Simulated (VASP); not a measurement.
The system is Si4Se3.

```
CELL_PARAMETERS angstrom
3.31856 1.91597 4.05018
-3.31856 1.91597 4.05018
0.00000 -3.83194 4.05018
ATOMIC_POSITIONS crystal
Si 0.50000 0.50000 0.50000
Si 0.00000 0.00000 0.50000
Si 0.50000 0.00000 0.00000
Si 0.00000 0.50000 0.00000
Se 0.50000 0.50000 0.00000
Se 0.00000 0.50000 0.50000
Se 0.50000 0.00000 0.50000
```

The cell was built from a structure type or drawn by symmetry, and may not be a known phase.

| Property | Result |
| --- | --- |
| Program | VASP 6.6.1 |
| Task | relaxation of cell and atoms |
| Functional | PBE |
| Potentials or basis | VASP PAW PBE potentials, release 64 (Si, Se) |
| Cutoff | 500 eV |
| k mesh | 3 × 3 × 3 |
| Occupations | gaussian, width 0.2 eV |
| Spin | no spin polarisation |

At the start: pressure -3.4 GPa; volume 22.07 Å³/atom.

Problem. How do energy, volume and symmetry change on relaxing?

Solution. Over 7 steps the energy falls by 142.0 meV/atom and the volume is 22.13 Å³/atom (+0.2 %); space group R-3m (No. 166, to 0.1 Å) before and after.

The path:
```csv
step,energy change (eV),largest force (eV/Å),pressure (GPa),volume (Å³)
1,0.0000,0.0000,-3.35,154.51
2,-0.6974,0.0000,1.70,143.99
3,-0.7370,0.0000,3.12,141.64
4,-0.7398,0.0000,3.70,140.71
5,-0.9351,0.0000,1.34,147.93
6,-0.9818,0.0000,-0.61,156.13
7,-0.9937,0.0000,0.04,154.90
```

Final structure:
```
CELL_PARAMETERS angstrom
3.61218 2.08549 3.42701
-3.61218 2.08549 3.42701
0.00000 -4.17098 3.42701
ATOMIC_POSITIONS crystal
Si 0.50000 0.50000 0.50000
Si 0.00000 0.00000 0.50000
Si 0.50000 0.00000 0.00000
Si 0.00000 0.50000 0.00000
Se 0.50000 0.50000 0.00000
Se 0.00000 0.50000 0.50000
Se 0.50000 0.00000 0.50000
```

Caveat: the k points lie up to 0.39 Å⁻¹ apart in the final cell.
